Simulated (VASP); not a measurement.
A run of VASP 6.6.1 is set up as follows.

Contents of POSCAR:

```
Zr
1.0
    3.2465774716      0.0000000000      0.0000000000
   -1.6232887358      2.8116185658      0.0000000000
    0.0000000000      0.0000000000      5.1501492269
Zr
2
Direct
    0.3333333333      0.6666666667      0.2500000000
    0.6666666667      0.3333333333      0.7500000000
```

The input INCAR.step1:

```
ALGO = Normal ; EDIFF = 1E-4
ENCUT = 520 ; GGA = PE
ISMEAR = 0 ; LASPH = True
LCHARG = False ; LREAL = False
LWAVE = True ; NBANDS = 19
NELM = 100 ; PREC = Accurate
SIGMA = 0.1
```

File INCAR.step2:

```
ALGO = Normal ; EDIFF = 1E-6
ENCUT = 520 ; ISIF = 2
ISMEAR = 0 ; ISTART = 1
LASPH = True ; LCHARG = False
LMIXTAU = True ; LREAL = False
LWAVE = False ; METAGGA = R2SCAN
NBANDS = 19 ; NELM = 100
PREC = Accurate ; SIGMA = 0.1
```

KPOINTS

```
k-points
0
Gamma
  18 18 8
```

Potentials or basis: VASP PAW PBE potentials, release 64 (Zr_sv).

Run with:

```bash
$ cat potpaw_PBE.64/Zr_sv/POTCAR > POTCAR
$ cp INCAR.step1 INCAR
$ mpirun -np 1 vasp_std > vasp.out
$ cp INCAR.step2 INCAR
$ mpirun -np 1 vasp_std > vasp.out
```

Question: What does it give for the pressure?

Answer: 0.0 GPa.

Question: Estimate the band gap on the k mesh.

Answer: Zero (bands 12 and 13 overlap by 1.26 eV).

Caveat: the PAW data sets were made with another functional, which shifts forces and pressure a little.
